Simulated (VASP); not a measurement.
# Bi in VASP: single point with PBE+D3(BJ)

Aim: the single point of Bi with PBE+D3(BJ).

All numbers are computed with VASP 6.6.1; they aren't measurements. Logs are shortened: lines on timing, memory, paths and dates and some standing lists are left out, and cuts for length are marked.

### 1 The cell of the first run

The cell holds a slab with vacuum, 16 atoms: a = 9.065 Å, b = 9.371 Å, c = 23.892 Å, α = 90.00°, β = 90.00°, γ = 118.92°.

### 2 Single point, PBE+D3(BJ)

INCAR reads:

```
ALGO = Normal
DIPOL = 0.5 0.5 0.455
EDIFF = 1E-7
ENCUT = 520
GGA = PE
IDIPOL = 3
ISIF = 2
ISMEAR = 0
IVDW = 12
KPAR = 2
LASPH = T
LCHARG = T
LDIPOL = T
LREAL = Auto
LVACPOTAV = T
LVHAR = T
LWAVE = F
NBANDS = 134
NELM = 100
PREC = Accurate
SIGMA = 0.1
```

KPOINTS reads:

```
k-points
0
Gamma
  3 3 1
```

POSCAR reads:

```
Bi
1.0
    9.0651812798      0.0000000000      0.0000000000
   -4.5325906399      8.2023281398      0.0000000000
    0.0000000000      0.0000000000     23.8924415716
Bi
16
Direct
    0.4860765306      0.4721530611      0.3348339255
    0.4860765306      0.9721530611      0.3348339255
    0.9860765306      0.4721530611      0.3348339255
    0.9860765306      0.9721530611      0.3348339255
    0.6666057789      0.3332115579      0.4086748389
    0.6666057789      0.8332115579      0.4086748389
    0.1666057790      0.3332115579      0.4086748389
    0.1666057790      0.8332115579      0.4086748389
    0.8188916442      0.6403555359      0.5048245117
    0.8150421841      0.1387766067      0.5041104195
    0.3207505393      0.6419619361      0.5052204530
    0.3208967931      0.1398057378      0.5054063160
    0.9841157998      0.4701287643      0.5697224716
    0.9836418642      0.9737746718      0.5697295338
    0.4855858171      0.4725714456      0.5712426807
    0.4846729131      0.9717209830      0.5730330301
```

Potentials or basis: VASP PAW PBE potentials, release 64 (Bi_d).

Launch:

```sh
$ cat potpaw_PBE.64/Bi_d/POTCAR > POTCAR
$ mpirun -np 4 vasp_std > vasp.out
```

OUTCAR:

```text
EDIFF = 1E-7
   ENCUT = 520
   GGA = PE
   ISIF = 2
   ISMEAR = 0
   IVDW = 12
   LASPH = T
   LREAL = Auto
   NELM = 100
   PREC = Accurate
 IVDW          = 12

 ion  position               nearest neighbor table
   1  0.486  0.472  0.335-   5 3.09   7 3.09   6 3.45
   2  0.486  0.972  0.335-   6 3.09   8 3.09   5 3.45
   3  0.986  0.472  0.335-   7 3.09   5 3.09   8 3.45
   4  0.986  0.972  0.335-   8 3.09   6 3.09   7 3.45
   5  0.667  0.333  0.409-   1 3.09   3 3.09   9 3.41   2 3.45  10 3.56  12 3.60
   6  0.667  0.833  0.409-   2 3.09   4 3.09  10 3.39   1 3.45   9 3.59  11 3.60
   7  0.167  0.333  0.409-   1 3.09   3 3.09  11 3.43   4 3.45  12 3.61  10 3.61
   8  0.167  0.833  0.409-   2 3.09   4 3.09  12 3.42   3 3.45  11 3.59   9 3.60
   9  0.819  0.640  0.505-  13 3.08  15 3.09  14 3.14   5 3.41   6 3.59   8 3.60
  10  0.815  0.139  0.504-  14 3.08  16 3.10  13 3.14   6 3.39   5 3.56   7 3.61
  11  0.321  0.642  0.505-  13 3.09  15 3.09  16 3.15   7 3.43   8 3.59   6 3.60
  12  0.321  0.140  0.505-  14 3.09  16 3.09  15 3.15   8 3.42   5 3.60   7 3.61
  13  0.984  0.470  0.570-   9 3.08  11 3.09  10 3.14
  14  0.984  0.974  0.570-  10 3.08  12 3.09   9 3.14
  15  0.486  0.473  0.571-   9 3.09  11 3.09  12 3.15
  16  0.485  0.972  0.573-  12 3.09  10 3.10  11 3.15

  LATTYP: Found a base centered orthorhombic cell.
 ALAT       =     9.0651812798
 B/A-ratio  =     1.8096335609
 C/A-ratio  =     2.6356275549

  Lattice vectors:

 A1 = (   4.5325906399,  -8.2023281398,   0.0000000000)
 A2 = (   4.5325906399,   8.2023281398,   0.0000000000)
 A3 = (   0.0000000000,   0.0000000000,  23.8924415716)

Analysis of symmetry for initial positions (statically):
=====================================================================
 Subroutine PRICEL returns:
 Original cell was already a primitive cell.

 Routine SETGRP: Setting up the symmetry group for a
 base centered orthorhombic supercell.

 Subroutine GETGRP returns: Found  1 space group operations
 (whereof  1 operations were pure point group operations)
 out of a pool of  8 trial point group operations.

The static configuration has the point symmetry C_1 .

Analysis of symmetry for dynamics (positions and initial velocities):
=====================================================================
 Subroutine PRICEL returns:
 Original cell was already a primitive cell.

 Routine SETGRP: Setting up the symmetry group for a
 base centered orthorhombic supercell.

 Subroutine GETGRP returns: Found  1 space group operations
 (whereof  1 operations were pure point group operations)
[... 122 lines left out ...]
   NUPDOWN=      -1.0000    fix difference up-down
   EMIN   =  10.00;   EMAX   =-10.00  energy-range for DOS
   EFERMI =   0.00;   METHOD = LEGACY
   ISMEAR =     0;   SIGMA  =   0.10  broadening in eV -4-tet -1-fermi 0-gaus
   EFERMI_NEDOS =   21; number of points for ismear=-14 and -15
   IALGO  =     38    algorithm
   IMIX   =      4    mixing-type and parameters
     AMIX     =   0.40;   BMIX     =  1.00
     AMIX_MAG =   1.60;   BMIX_MAG =  1.00
  volume/ion in A,a.u.               =     111.03       749.29
  Fermi-wavevector in a.u.,A,eV,Ry     =   0.840015  1.587399  9.600620  0.705626
  Thomas-Fermi vector in A             =   1.954328
   LORBIT       =      0    0 simple, 1 ext, 2 COOP (PROOUT), +10 PAW based schemes
   GGA     = PE    functional components
   LHFCALC =     F    Hartree Fock is set to
   AEXX    =    0.0000 exact exchange contribution
   IVDW    =    12    specifies the selected vdW correction
   LEPSILON=     F    determine dielectric tensor
   LRPA    =     F    only Hartree local field effects (RPA)
 non-spin polarized calculation
 Gauss-broadening in eV      SIGMA  =   0.10
  energy-cutoff  :      520.00
  volume of cell :     1776.54
 maximum number of plane-waves:     47935
 NGX is ok and might be reduce to    70
   NGX = 33   NGY = 35   NGZ = 89

 dipolmoment           0.000000      0.000000     -0.067024 electrons x Angstroem

 number of electron     240.0000018 magnetization

 dipolmoment           0.000000      0.000000      0.016416 electrons x Angstroem

 Free energy of the ion-electron system (eV)
  ---------------------------------------------------
  ext. energy  EPLUGINS =         0.00000000
  ---------------------------------------------------
  free energy    TOTEN  =       -59.94686939 eV

  energy without entropy =      -59.93974822  energy(sigma->0) =      -59.94330881

 E-fermi :  -0.9770     XC(G=0):  -3.7039

 val. band max:       -1.1215201415   @ k =   0.3333   0.3333   0.0000
 cond. band min:      -0.8890321554   @ k =   0.0000   0.0000   0.0000
 fundamental gap:      0.2324879861
 Fermi energy:        -0.9769716380

 k-point     1 :       0.0000    0.0000    0.0000
  band No.  band energies     occupation
      1     -23.5953      2.00000
      2     -23.5887      2.00000
      3     -23.5874      2.00000
      4     -23.5815      2.00000
      5     -23.5786      2.00000
      6     -23.5355      2.00000
[... 664 lines left out ...]
    131       1.0315      0.00000
    132       1.1521      0.00000
 [bands above 132 left out]

------------------------ aborting loop because EDIFF is reached ----------------------------------------

 Edisp (eV)   -4.75505

 E8    (eV) :    -2.4595

  FORCE on cell =-STRESS in cart. coord.  units (eV):
  Direction    XX          YY          ZZ          XY          YZ          ZX
  --------------------------------------------------------------------------------------
  -------------------------------------------------------------------------------------
  Total     -10.27703   -17.22670    -5.10546    -0.07690    -2.93679     0.18721
  in kB      -9.26839   -15.53598    -4.60438    -0.06936    -2.64856     0.16884
  external pressure =       -9.80 kB  Pullay stress =        0.00 kB

 VOLUME and BASIS-vectors are now :
 -----------------------------------------------------------------------------
  energy-cutoff  :      520.00
  volume of cell :     1776.54
      direct lattice vectors                 reciprocal lattice vectors
     9.065181280  0.000000000  0.000000000     0.110312190  0.060958303  0.000000000
    -4.532590640  8.202328140  0.000000000     0.000000000  0.121916605  0.000000000
     0.000000000  0.000000000 23.892441572     0.000000000  0.000000000  0.041854241

 POSITION                                       TOTAL-FORCE (eV/Angst)
 -----------------------------------------------------------------------------------
      2.26630      3.87275      8.00000        -0.012983      0.431771      0.701556
      0.00000      7.97392      8.00000        -0.006717      0.435965      0.697567
      6.79889      3.87275      8.00000         0.002531      0.437345      0.711604
      4.53259      7.97392      8.00000        -0.000910      0.442592      0.713049
      4.53259      2.73311      9.76424        -0.017849     -0.439400     -0.709501
      2.26630      6.83427      9.76424        -0.007799     -0.467192     -0.716381
[... 8 lines left out ...]
      2.25995      3.87619     13.64838         0.003030      0.002958      0.004242
     -0.01077      7.97037     13.69116         0.029249      0.020135     -0.090510
 -----------------------------------------------------------------------------------
    total drift:                                0.016589     -0.097022      0.007883

  FREE ENERGIE OF THE ION-ELECTRON SYSTEM (eV)
  ---------------------------------------------------
  free  energy   TOTEN  =       -64.7019176493 eV

  energy  without entropy=      -64.6947964824  energy(sigma->0) =      -64.69835707

 vacuum level on the upper side and lower side of the slab         3.305         3.265
```

OSZICAR:

```text
N       E                     dE             d eps       ncg     rms          rms(c)
DAV:   1     0.251272328107E+04    0.25127E+04   -0.11427E+05  1772   0.154E+03
DAV:   2     0.163461184867E+03   -0.23493E+04   -0.23200E+04  1550   0.418E+02
DAV:   3    -0.504826841838E+02   -0.21394E+03   -0.21185E+03  1512   0.161E+02
DAV:   4    -0.595903183075E+02   -0.91076E+01   -0.90457E+01  1472   0.351E+01
[... 19 lines left out ...]
DAV:  24    -0.599468665969E+02   -0.52373E-05   -0.75289E-08   898   0.105E-03    0.966E-05
DAV:  25    -0.599468685604E+02   -0.19636E-05    0.30524E-08   866   0.448E-04    0.112E-04
DAV:  26    -0.599468689322E+02   -0.37179E-06    0.72018E-08   816   0.525E-04    0.630E-05
DAV:  27    -0.599468693740E+02   -0.44175E-06    0.65290E-08   836   0.344E-04    0.327E-05
DAV:  28    -0.599468693890E+02   -0.15047E-07    0.79474E-08   754   0.181E-04
   1 F= -.64701918E+02 E0= -.64698357E+02  d E =-.712117E-02
```

stdout:

```text
POSCAR found type information on POSCAR Bi
 POSCAR found :  1 types and      16 ions
 scaLAPACK will be used
 LDA part: xc-table for (Slater+PW92), standard interpolation
 POSCAR, INCAR and KPOINTS ok, starting setup
 FFT: planning ... GRIDC
 FFT: planning ... GRID_SOFT
 FFT: planning ... GRID
 WAVECAR not read
 entering main loop
 -----------------------------------------------------------------------------
|                                                                             |
|           W    W    AA    RRRRR   N    N  II  N    N   GGGG   !!!           |
|           W    W   A  A   R    R  NN   N  II  NN   N  G    G  !!!           |
|           W    W  A    A  R    R  N N  N  II  N N  N  G       !!!           |
|           W WW W  AAAAAA  RRRRR   N  N N  II  N  N N  G  GGG   !            |
|           WW  WW  A    A  R   R   N   NN  II  N   NN  G    G                |
|           W    W  A    A  R    R  N    N  II  N    N   GGGG   !!!           |
|                                                                             |
|     Did not find any points to average over, which means that no vacuum     |
|     field-free region was found. Please increase the size of  your cell     |
|     in the dimension of the dipole correction to obtain accurate            |
|     workfunction values.                                                    |
|                                                                             |
 -----------------------------------------------------------------------------
```

Wall time 15 min (4 MPI ranks of Intel Xeon 6975P-C (Granite Rapids), shared host); peak memory 1.1 GiB.

What came out:

* Free energy: -64.7019 eV
* Largest force: 0.855 eV/Å
* Dispersion energy per atom: -0.297 eV

Forces on the atoms (eV/Å):
```
Bi  -0.013  0.432  0.702
Bi  -0.007  0.436  0.698
Bi   0.003  0.437  0.712
Bi  -0.001  0.443  0.713
Bi  -0.018 -0.439 -0.710
Bi  -0.008 -0.467 -0.716
Bi   0.004 -0.445 -0.683
Bi   0.001 -0.446 -0.694
Bi  -0.013  0.002 -0.062
Bi  -0.025 -0.001 -0.002
Bi  -0.003 -0.007 -0.015
Bi  -0.002  0.008 -0.011
Bi   0.018  0.043  0.076
Bi   0.030 -0.018  0.079
Bi   0.003  0.003  0.004
Bi   0.029  0.020 -0.091
```

Levels at points of the mesh, in eV from the Fermi level:
```csv
k point,band 116,band 117,band 118,band 119,band 120,band 121,band 122,band 123,band 124,band 125
"(0.00, 0.00, 0.00)",-0.73,-0.68,-0.49,-0.22,-0.16,0.09,0.65,0.66,0.87,1.16
```

Caveat: spin-orbit coupling is left out, which moves the levels of the heavy elements.
